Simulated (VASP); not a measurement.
ZnSe (ke600), 2 atoms in the cell. Symmetry: F-43m, No. 216, cubic system. Conventional cell: a = 5.567 Å, b = 5.567 Å, c = 5.567 Å, α = 90.00°, β = 90.00°, γ = 90.00°. Within 3.2 Å of Zn (site symmetry -43m) lie 4 Se at 2.41 Å. Se (site symmetry -43m) has 4 Zn at 2.41 Å within 3.2 Å. 

| Property | Result |
| --- | --- |
| Program | VASP 6.6.1 |
| Task | single point |
| Functional | LDA |
| Potentials or basis | VASP PAW LDA potentials, release 64 (Zn, Se) |
| Cutoff | 520 eV |
| k mesh | 8 × 8 × 8 |
| Occupations | gaussian, width 0.02 eV |
| Spin | no spin polarisation |
| Dipole correction | no |
| Further INCAR settings | ALGO = Normal; EDIFF = 1e-06; NBANDS = 16 |

Potentials or basis: VASP PAW LDA potentials, release 64 (Zn, Se).

Launch:

```sh
$ cat potpaw_LDA.64/Zn/POTCAR potpaw_LDA.64/Se/POTCAR > POTCAR
$ mpirun -np 1 vasp_std > vasp.out
```

Hardware: 1 thread of AMD EPYC 7R43 64-Core Processor (Zen 3), on a shared host.

How long does it take, and how much memory?

Wall time 27 s on 1 thread of AMD EPYC 7R43 64-Core Processor (Zen 3), with other jobs on the host, peak memory 0.12 GiB. Counts: scf iterations 12, k points 29.
